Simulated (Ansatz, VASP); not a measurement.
## Ru in VASP and in Ansatz

```
CELL_PARAMETERS angstrom
2.70580 0.00000 0.00000
-1.35290 2.34329 0.00000
0.00000 0.00000 4.28190
ATOMIC_POSITIONS crystal
Ru 0.37029 0.66667 0.25000
Ru 0.66667 0.33333 0.75000
```

Alike in both runs: task single point; functional PBEsol; k mesh 14 × 14 × 8; occupations gaussian, width 0.1 eV; no spin polarisation.

```csv
,VASP,Ansatz
version,VASP 6.6.1,Ansatz 0.2.0
potentials or method,"VASP PAW PBE potentials, release 64 (Ru_pv), cutoff 520 eV","plane waves, PAW"
valence electrons in the cell,28,32
```

Ansatz gave:

| Item | Value |
| --- | --- |
| rms of the force components (eV/Å) | 0.383 |

Problem. Estimate VASP's values.

Solution. rms of the force components (eV/Å): 0.384.

VASP's potentials were made for PBE, not for PBEsol. Atom by atom the forces differ by 0.000 eV/Å (rms over components). VASP's potentials hold 28 valence electrons a cell and Ansatz's 32, so a difference there can come from the potentials and not from the codes.
